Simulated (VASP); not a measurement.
A run of VASP 6.6.1:

INCAR

```
SYSTEM = Na
ALGO = Normal ; EDIFF = 1E-6
ENCUT = 520 ; GGA = PE
ISIF = 2 ; ISMEAR = -1
LASPH = .TRUE. ; LCHARG = .FALSE.
LREAL = .FALSE. ; LWAVE = .FALSE.
NBANDS = 10 ; NELM = 80
PREC = Accurate ; SIGMA = 0.06122561905347299
```

File KPOINTS:

```
k-points
0
G
  19 19 19
  0 0 0
```

File POSCAR:

```
Na
1.0
   -2.1402629994      2.1402629994      2.1402629994
    2.1402629994     -2.1402629994      2.1402629994
    2.1402629994      2.1402629994     -2.1402629994
Na
1
Direct
    0.0000000000      0.0000000000      0.0000000000
```

Potentials or basis: VASP PAW PBE potentials, release 64 (Na_pv).

Command:

```sh
$ cat potpaw_PBE.64/Na_pv/POTCAR > POTCAR
$ mpirun -np 1 vasp_std > vasp.out
```

Hardware: 1 thread of Intel(R) Xeon(R) 6975P-C (Granite Rapids), with other jobs on the host.

Problem. How long does it take, and how much memory?

Solution. It took 20 s on 1 thread of Intel(R) Xeon(R) 6975P-C (Granite Rapids), with other jobs on the host, peak memory 0.2 GiB. Counts: scf iterations 9, k points 220.
